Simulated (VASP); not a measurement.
Te2Mo:

```
Te Mo
1.0
     3.36696    0.00000    0.00000
    -1.68348    2.91587    0.00000
     0.00000    0.00000    7.82691
Te Mo
2 1
Direct
  0.33333 0.66667 0.76226
  0.33333 0.66667 0.23774
  0.00000 0.00000 0.00000
```

This cell differs from its parent crystal: biaxial xy strain -4.8%.

Base run:

```yaml
Program: VASP 6.6.1
Functional: HSE06
Potentials_or_basis: VASP PAW PBE potentials, release 64 (Te, Mo_sv)
Cutoff: 520 eV
k_mesh: 6 × 6 × 2
Occupations: gaussian, width 0.01 eV
Spin: no spin polarisation
```

Its results: band gap on the k mesh 1.18 eV (least direct gap 1.77 eV); pressure 4.0 GPa; largest force 0.397 eV/Å.

Q: The run is repeated on the same cell with these changes: functional from HSE06 to r2SCAN; k mesh from 6 × 6 × 2 to 12 × 12 × 4. What comes out?

A: Band gap on the k mesh 0.87 eV (least direct gap 1.36 eV); pressure 7.1 GPa; largest force 0.005 eV/Å.

Several settings changed at once.

Caveats: the cell stands under pressure; the PAW data sets were made with another functional, which shifts forces and pressure a little; spin-orbit coupling is left out, which moves the levels of the heavy elements; this functional lacks dispersion, which binds the layers, so the pressure and a relaxed spacing across them are unreliable (at least some runs).

A k mesh can miss the band edges.
